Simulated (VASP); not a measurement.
A run of VASP 6.6.1 is set up as follows.

Contents of INCAR:

```
SYSTEM = Si2W
PREC = Accurate
ENCUT = 520
EDIFF = 1E-7
ISMEAR = 1
SIGMA = 0.5
LREAL = .FALSE.
LASPH = .TRUE.
NELM = 100
ALGO = Normal
ISIF = 2
LWAVE = .FALSE.
LCHARG = .FALSE.
GGA = PE
NBANDS = 18
```

The input KPOINTS:

```
Automatic mesh
0
G
  13 13 13
  0 0 0
```

POSCAR

```
Si2W
1.0
   -1.6069000000      1.6069000000      3.9149500000
    1.6069000000     -1.6069000000      3.9149500000
    1.6069000000      1.6069000000     -3.9149500000
Si W
2 1
Direct
    0.3347000000      0.3347000000      0.0000000000
    0.6653000000      0.6653000000      0.0000000000
    0.0000000000      0.0000000000      0.0000000000
```

Potentials or basis: VASP PAW PBE potentials, release 64 (Si, W_sv).

Run with:

```sh
$ cat potpaw_PBE.64/Si/POTCAR potpaw_PBE.64/W_sv/POTCAR > POTCAR
$ mpirun -np 1 vasp_std > vasp.out
```

Predict the largest force.

0.062 eV/Å.

What does it give for the band gap on the k mesh?

Zero (bands 11 and 12 overlap by 1.20 eV).

Forces on the atoms (eV/Å):
```
Si   0.000  0.000 -0.062
Si   0.000  0.000  0.062
W    0.000  0.000  0.000
```

Caveat: so wide a smearing shifts energies and pressures; spin-orbit coupling is left out, which moves the levels of the heavy elements.
